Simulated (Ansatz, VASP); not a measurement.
## CsH in VASP and in Ansatz

```
CELL_PARAMETERS angstrom
0.00000 2.84033 4.01622
2.84033 0.00000 4.01622
2.84033 2.84033 0.00000
ATOMIC_POSITIONS crystal
Cs 0.00000 0.00000 0.00000
H 0.50000 0.50000 0.50000
```

Alike in both runs: task single point; functional r2SCAN; k mesh 8 × 8 × 8; occupations gaussian, width 0.05 eV; no spin polarisation.

```csv
,VASP,Ansatz
version,VASP 6.6.1,Ansatz 0.2.0
potentials or method,"VASP PAW PBE potentials, release 64 (Cs_sv, H), cutoff 520 eV","scalar-relativistic, plane waves, PAW"
valence electrons in the cell,10,10
```

```csv
,VASP,Ansatz,Ansatz less VASP
gap on the k mesh at the Fermi level (eV),2.19,2.22,+0.030
least direct gap on the mesh (eV),2.19,2.22,+0.030
pressure (GPa),2.5,2.5,-0.08
"traceless stress, the component that is largest in VASP (GPa)",-3.94,-3.83,+0.112
```

VASP's potentials were made for PBE, not for r2SCAN.

Spin-orbit coupling is off throughout.
